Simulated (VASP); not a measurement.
# SiO2 (rutile type) (P4_2/mnm) in VASP: further runs, part 2 of 2

VASP 6.6.1. The steps go on from the part before.

## Step 3: Single point, r2SCAN

This run uses another cell than the first one, of 6.23 Å³/atom, 1.111 times its volume.

POSCAR

```
SiO2
1.0
    3.8559016141      0.0000000000      0.0000000000
    0.0000000000      3.8559016141      0.0000000000
    0.0000000000      0.0000000000      2.5152734030
Si O
2 4
Direct
    0.0000000000      0.0000000000      0.0000000000
    0.5000000000      0.5000000000      0.5000000000
    0.3006993428      0.3006993428      0.0000000000
    0.6993006572      0.6993006572      0.0000000000
    0.8006993428      0.1993006572      0.5000000000
    0.1993006572      0.8006993428      0.5000000000
```

INCAR.step1

```
SYSTEM = SiO2
PREC = Accurate
ENCUT = 520
ISMEAR = -1
SIGMA = 0.08
LREAL = .FALSE.
LASPH = .TRUE.
NELM = 100
NBANDS = 25
GGA = PE
ALGO = Normal
EDIFF = 1E-4
LWAVE = .TRUE.
LCHARG = .FALSE.
```

INCAR.step2

```
SYSTEM = SiO2
PREC = Accurate
ENCUT = 520
EDIFF = 1E-6
ISMEAR = -1
SIGMA = 0.08
LREAL = .FALSE.
LASPH = .TRUE.
NELM = 100
ALGO = Normal
ISIF = 2
LWAVE = .FALSE.
LCHARG = .FALSE.
METAGGA = R2SCAN
LMIXTAU = .TRUE.
NBANDS = 25
ISTART = 1
```

KPOINTS

```
Automatic mesh
0
G
  8 8 11
  0 0 0
```

Potentials or basis: VASP PAW PBE potentials, release 64 (Si, O).

Command:

```console
$ cat potpaw_PBE.64/Si/POTCAR potpaw_PBE.64/O/POTCAR > POTCAR
$ cp INCAR.step1 INCAR
$ mpirun -np 1 vasp_std > vasp.out
$ cp INCAR.step2 INCAR
$ mpirun -np 1 vasp_std > vasp.out
```

OUTCAR:

```text
SYSTEM = SiO2
   PREC = Accurate
   ENCUT = 520
   EDIFF = 1E-6
   ISMEAR = -1
   LREAL = .FALSE.
   LASPH = .TRUE.
   NELM = 100
   ISIF = 2
   METAGGA = R2SCAN
   ISTART = 1

 ion  position               nearest neighbor table
   1  0.000  0.000  0.000-   3 1.64   4 1.64   5 1.66   6 1.66   5 1.66   6 1.66   2 3.00   2 3.00
                             2 3.00   2 3.00   2 3.00   2 3.00   2 3.00   2 3.00
   2  0.500  0.500  0.500-   5 1.64   6 1.64   3 1.66   4 1.66   3 1.66   4 1.66   1 3.00   1 3.00
                             1 3.00   1 3.00   1 3.00   1 3.00   1 3.00   1 3.00
   3  0.301  0.301  0.000-   1 1.64   2 1.66   2 1.66
   4  0.699  0.699  0.000-   1 1.64   2 1.66   2 1.66
   5  0.801  0.199  0.500-   2 1.64   1 1.66   1 1.66
   6  0.199  0.801  0.500-   2 1.64   1 1.66   1 1.66

  LATTYP: Found a simple tetragonal cell.
 ALAT       =     3.8559016141
 C/A-ratio  =     0.6523178376

  Lattice vectors:

 A1 = (   3.8559016141,   0.0000000000,   0.0000000000)
 A2 = (   0.0000000000,   3.8559016141,   0.0000000000)
 A3 = (   0.0000000000,   0.0000000000,   2.5152734030)

Analysis of symmetry for initial positions (statically):
=====================================================================
 Subroutine PRICEL returns:
 Original cell was already a primitive cell.

 Routine SETGRP: Setting up the symmetry group for a
 simple tetragonal supercell.

 Subroutine GETGRP returns: Found 16 space group operations
 (whereof  8 operations were pure point group operations)
 out of a pool of 16 trial point group operations.

The static configuration has the point symmetry D_2h.
 The point group associated with its full space group is D_4h.

Analysis of symmetry for dynamics (positions and initial velocities):
=====================================================================
 Subroutine PRICEL returns:
 Original cell was already a primitive cell.

 Routine SETGRP: Setting up the symmetry group for a
 simple tetragonal supercell.

 Subroutine GETGRP returns: Found 16 space group operations
 (whereof  8 operations were pure point group operations)
 out of a pool of 16 trial point group operations.

The dynamic configuration has the point symmetry D_2h.
 The point group associated with its full space group is D_4h.

 Subroutine INISYM returns: Found 16 space group operations
 (whereof  8 operations are pure point group operations),
 and found     1 'primitive' translations

----------------------------------------------------------------------------------------

                                     Primitive cell

  volume of cell :      37.3970

  direct lattice vectors                    reciprocal lattice vectors
     3.855901614  0.000000000  0.000000000     0.259342717  0.000000000  0.000000000
     0.000000000  3.855901614  0.000000000     0.000000000  0.259342717  0.000000000
     0.000000000  0.000000000  2.515273403     0.000000000  0.000000000  0.397571095

  length of vectors
     3.855901614  3.855901614  2.515273403     0.259342717  0.259342717  0.397571095

  position of ions in fractional coordinates (direct lattice)
     0.000000000  0.000000000  0.000000000
     0.500000000  0.500000000  0.500000000
     0.300699343  0.300699343  0.000000000
[... 32 lines left out ...]
     0.000000000  0.000000000  0.000000000

 Subroutine IBZKPT returns following result:
 ===========================================

 Found     90 irreducible k-points:

 Following reciprocal coordinates:
            Coordinates               Weight
  0.000000  0.000000  0.000000      1.000000
  0.125000  0.000000  0.000000      4.000000
  0.250000  0.000000  0.000000      4.000000
  0.375000  0.000000  0.000000      4.000000
  0.500000  0.000000  0.000000      2.000000
  0.125000  0.125000  0.000000      4.000000
[... 16 lines left out ...]
  0.375000  0.125000  0.090909     16.000000
  0.500000  0.125000  0.090909      8.000000
 [... further k-points ...]
   k-points           NKPTS =     90   k-points in BZ     NKDIM =     90   number of bands    NBANDS=     25
   number of dos      NEDOS =    301   number of ions     NIONS =      6
   total plane-waves  NPLWV =  18000
   dimension x,y,z NGX =    30 NGY =   30 NGZ =   20
   dimension x,y,z NGXF=    60 NGYF=   60 NGZF=   40
   ions per type =               2   4
   NGX,Y,Z   is equivalent  to a cutoff of  12.93, 12.93, 13.22 a.u.
   NGXF,Y,Z  is equivalent  to a cutoff of  25.87, 25.87, 26.44 a.u.
 SYSTEM =  SiO2
   PREC   = accura    normal or accurate (medium, high low for compatibility)
   ISTART =      1    job   : 0-new  1-cont  2-samecut
   ICHARG =      0    charge: 1-file 2-atom 10-const
   ISPIN  =      1    spin polarized calculation?
   LNONCOLLINEAR =      F non collinear calculations
   LSORBIT =      F    spin-orbit coupling
   LASPH  =      T    aspherical Exc in radial PAW
   ENCUT  =  520.0 eV  38.22 Ry    6.18 a.u.   7.17  7.17  4.68*2*pi/ulx,y,z
   NELM   =    100;   NELMIN=  2; NELMDL=  0     # of ELM steps
   EDIFF  = 0.1E-05   stopping-criterion for ELM
   LREAL  =      F    real-space projection
   EDIFFG = 0.1E-04   stopping-criterion for IOM
   NSW    =      0    number of steps for IOM
   IBRION =     -1    ionic relax: 0-MD 1-quasi-New 2-CG
   NFREE  =      0    steps in history (QN), initial steepest desc. (CG)
   ISIF   =      2    stress and relaxation
   ISYM   =      2    0-nonsym 1-usesym 2-fastsym
   POTIM  = 0.5000    time-step for ionic-motion
   TEBEG  =    0.0;   TEEND  =   0.0 temperature during run
   PSTRESS=    0.0 pullay stress
   NELECT =      32.0000    total number of electrons
   NUPDOWN=      -1.0000    fix difference up-down
   EMIN   =  10.00;   EMAX   =-10.00  energy-range for DOS
   EFERMI =   0.00;   METHOD = LEGACY
   ISMEAR =    -1;   SIGMA  =   0.08  broadening in eV -4-tet -1-fermi 0-gaus
   EFERMI_NEDOS =   21; number of points for ismear=-14 and -15
   IALGO  =     38    algorithm
   IMIX   =      4    mixing-type and parameters
     AMIX     =   0.40;   BMIX     =  1.00
     AMIX_MAG =   1.60;   BMIX_MAG =  1.00
  volume/ion in A,a.u.               =       6.23        42.06
  Fermi-wavevector in a.u.,A,eV,Ry     =   1.554220  2.937050 32.866226  2.415599
  Thomas-Fermi vector in A             =   2.658338
   LORBIT       =      0    0 simple, 1 ext, 2 COOP (PROOUT), +10 PAW based schemes
   METAGGA = R2SCAN    functional components
   LHFCALC =     F    Hartree Fock is set to
   AEXX    =    0.0000 exact exchange contribution
   IVDW    =     0    specifies the selected vdW correction
   LEPSILON=     F    determine dielectric tensor
   LRPA    =     F    only Hartree local field effects (RPA)
 non-spin polarized calculation
  energy-cutoff  :      520.00
  volume of cell :       37.40
 maximum number of plane-waves:      1028
 NGX is ok and might be reduce to    30

 number of electron      32.0000026 magnetization

 Free energy of the ion-electron system (eV)
  ---------------------------------------------------
  ext. energy  EPLUGINS =         0.00000000
  ---------------------------------------------------
  free energy    TOTEN  =       -56.01674941 eV

  energy without entropy =      -56.01674941  energy(sigma->0) =      -56.01674941

 E-fermi :  12.8254     XC(G=0): -14.1356

 val. band max:       11.2780537158   @ k =   0.0000   0.0000   0.0000
 cond. band min:      19.3049501511   @ k =   0.0000   0.0000   0.0000
 fundamental gap:      8.0268964353
 Fermi energy:        12.8254363210

 k-point     1 :       0.0000    0.0000    0.0000
  band No.  band energies     occupation
      1     -14.8763      2.00000
      2     -10.0820      2.00000
      3     -10.0820      2.00000
      4      -9.2881      2.00000
      5      -1.6579      2.00000
      6       2.6619      2.00000
[... 661 lines left out ...]
     24      27.1711      0.00000
     25      29.2469      0.00000

 [... further k-points ...]
[... 5 lines left out ...]
  --------------------------------------------------------------------------------------
  -------------------------------------------------------------------------------------
  Total       26.6096747     26.6096747     26.8637087      0.0000000      0.0000000      0.0000000
  in kB     1140.0215513   1140.0215513   1150.9049709      0.0000000      0.0000000      0.0000000
  external PRESSURE =    1143.6493579 kB  Pullay stress =       0.0000000 kB

 VOLUME and BASIS-vectors are now :
 -----------------------------------------------------------------------------
  energy-cutoff  :      520.00
  volume of cell :       37.40
      direct lattice vectors                 reciprocal lattice vectors
     3.855901614  0.000000000  0.000000000     0.259342717  0.000000000  0.000000000
     0.000000000  3.855901614  0.000000000     0.000000000  0.259342717  0.000000000
     0.000000000  0.000000000  2.515273403     0.000000000  0.000000000  0.397571095

 POSITION                                       TOTAL-FORCE (eV/Angst)
 -----------------------------------------------------------------------------------
      0.00000      0.00000      0.00000         0.000000     -0.000000      0.000000
      1.92795      1.92795      1.25764         0.000000     -0.000000      0.000000
      1.15947      1.15947      0.00000        -0.011705     -0.011705     -0.000000
      2.69643      2.69643      0.00000         0.011705      0.011705      0.000000
      3.08742      0.76848      1.25764        -0.011705      0.011705      0.000000
      0.76848      3.08742      1.25764         0.011705     -0.011705      0.000000
 -----------------------------------------------------------------------------------
    total drift:                               -0.000000      0.000000      0.000000

  FREE ENERGIE OF THE ION-ELECTRON SYSTEM (eV)
  ---------------------------------------------------
  free  energy   TOTEN  =       -56.0167494101 eV

  energy  without entropy=      -56.0167494101  energy(sigma->0) =      -56.01674941
```

Wall time 4.5 min (1 thread of Intel Xeon Platinum 8488C (Sapphire Rapids), shared host); peak memory 0.19 GiB.

What came out:

```
Free energy            : -56.0167 eV
Pressure               : 114.4 GPa
Largest force          : 0.017 eV/Å
Band gap on the k mesh : 8.03 eV, direct
```

Forces on the atoms (eV/Å):
```
Si   0.000  0.000  0.000
Si   0.000  0.000  0.000
O   -0.012 -0.012  0.000
O    0.012  0.012  0.000
O   -0.012  0.012  0.000
O    0.012 -0.012  0.000
```

Caveat: the PAW data sets were made with another functional, which shifts forces and pressure a little. A k mesh can miss the band edges.

## Step 4: Single point, r2SCAN

POSCAR is that of step 3.

INCAR.step1

```
  ALGO = Normal
  EDIFF = 1E-4
  ENCUT = 520
  GGA = PE
  ISMEAR = -1
  LASPH = True
  LCHARG = False
  LREAL = False
  LWAVE = True
  NBANDS = 25
  NELM = 60
  PREC = Accurate
  SIGMA = 0.08
```

INCAR.step2

```
  ALGO = Normal
  EDIFF = 1E-6
  ENCUT = 520
  ISIF = 2
  ISMEAR = -1
  ISTART = 1
  LASPH = True
  LCHARG = False
  LMIXTAU = True
  LREAL = False
  LWAVE = False
  METAGGA = R2SCAN
  NBANDS = 25
  NELM = 60
  PREC = Accurate
  SIGMA = 0.08
```

KPOINTS

```
k-points
0
Gamma
  8 8 11
```

Command:

```console
$ cat potpaw_PBE.64/Si/POTCAR potpaw_PBE.64/O/POTCAR > POTCAR
$ cp INCAR.step1 INCAR
$ mpirun -np 1 vasp_std > vasp.out
$ cp INCAR.step2 INCAR
$ mpirun -np 1 vasp_std > vasp.out
```

It took 3.3 min on 1 thread of Intel Xeon Platinum 8488C (Sapphire Rapids), shared host; peak memory 0.19 GiB.

The run converged. Its results:

```yaml
Free_energy: -56.0167 eV
Pressure: 114.4 GPa
Largest_force: 0.017 eV/Å
Band_gap_on_the_k_mesh: 8.03 eV, direct
```

Forces in eV/Å, atoms in the order of the input:
```
Si   0.000  0.000  0.000
Si   0.000  0.000  0.000
O   -0.012 -0.012  0.000
O    0.012  0.012  0.000
O   -0.012  0.012  0.000
O    0.012 -0.012  0.000
```

Stress tensor (GPa, compression positive):
```
114.00   0.00   0.00
  0.00 114.00   0.00
  0.00   0.00 115.09
```

Levels at points of the mesh, in eV from the valence-band top:
| k point | band 13 | band 14 | band 15 | band 16 | band 17 | band 18 | band 19 | band 20 |
| --- | --- | --- | --- | --- | --- | --- | --- | --- |
| (0.00, 0.00, 0.00) | -2.59 | -1.08 | -1.08 | 0.00 | 8.03 | 10.84 | 10.98 | 10.98 |
| (0.50, 0.00, 0.00) | -3.26 | -3.26 | -1.28 | -1.28 | 10.72 | 10.72 | 12.17 | 12.17 |
| (0.50, 0.50, 0.00) | -3.60 | -3.60 | -3.15 | -3.15 | 10.87 | 10.87 | 13.15 | 13.15 |

Caveat: the PAW data sets were made with another functional, which shifts forces and pressure a little.
